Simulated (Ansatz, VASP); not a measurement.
# One calculation of Bi2Se3, two programs

```
Bi Se
1.0
     2.05760    1.18795    9.48127
    -2.05760    1.18795    9.48127
     0.00000   -2.37591    9.48127
Bi Se
2 3
Direct
  0.40080 0.40080 0.40080
  0.59920 0.59920 0.59920
  0.00000 0.00000 0.00000
  0.21170 0.21170 0.21170
  0.78830 0.78830 0.78830
```

Change from the starting cell: volume scaled by 0.98.

Alike in both runs: task single point; functional PBE; k mesh 6 × 6 × 6; occupations fermi-dirac, width 0.03 eV; no spin polarisation.

```csv
,VASP,Ansatz
version,VASP 6.6.1,Ansatz 0.2.0
potentials or method,"VASP PAW PBE potentials, release 64 (Bi_d, Se), cutoff 520 eV","all-electron LAPW, scalar-relativistic"
```

|  | VASP | Ansatz | Ansatz less VASP |
| --- | --- | --- | --- |
| pressure (GPa) | 4.0 | 4.0 | -0.02 |
| rms of the force components (eV/Å) | 0.159 | 0.153 | -0.0062 |

Atom by atom the forces differ by 0.006 eV/Å (rms over components). Ansatz ran all-electron here, and VASP with PAW potentials.

Spin-orbit coupling is off throughout.
